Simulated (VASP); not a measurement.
Runs of VASP 6.6.1 on BaB. The structure is that of space group Fm-3m (No. 225), or close to it. The cells are those of the table. 

| level | potentials or basis | cell | gap on the mesh (eV) | pressure (GPa) |
| --- | --- | --- | --- | --- |
| PBE | VASP PAW PBE potentials, release 64 (Ba_sv, B) | a = 4.301 Å, angles 60.0°, 2 atoms | none | (b) |
| LDA | VASP PAW LDA potentials, release 64 (Ba_sv, B) | a = 4.360 Å, angles 60.0°, 2 atoms | none | -2.3 |
| PBE | VASP PAW PBE potentials, release 64 (Ba_sv, B) | a = 4.459 Å, angles 60.0°, 2 atoms | none | -1.1 |
| PBE | VASP PAW PBE potentials, release 64 (Ba_sv, B) | a = 4.417 Å, angles 60.0°, 2 atoms | none | -0.5 |
| PBE | VASP PAW PBE potentials, release 64 (Ba_sv, B) | a = 4.389 Å, angles 60.0°, 2 atoms | none | 0.0 |
| PBEsol | VASP PAW PBE potentials, release 64 (Ba_sv, B) | a = 4.360 Å, angles 60.0°, 2 atoms | none | -1.2 |
| PBE | VASP PAW PBE potentials, release 64 (Ba_sv, B) | a = 4.330 Å, angles 60.0°, 2 atoms | none | 1.1 |
| PBE | VASP PAW PBE potentials, release 64 (Ba_sv, B) | a = 4.360 Å, angles 60.0°, 2 atoms | none | (a) |

Alike in all rows: task single point; no spin polarisation; k mesh 10 × 10 × 10; cutoff (eV) 520; smearing gaussian 0.05 eV.

Task: Fill in the values left out.

Result: (a) 0.5; (b) 1.7.

Caveats: spin-orbit coupling is left out, which moves the levels of the heavy elements; the PAW data sets were made with another functional, which shifts forces and pressure a little (some runs).

A k mesh can miss the band edges, and the runs leave out spin-orbit coupling on Ba.

A gap of «none» marks levels without a gap at the run's occupations.
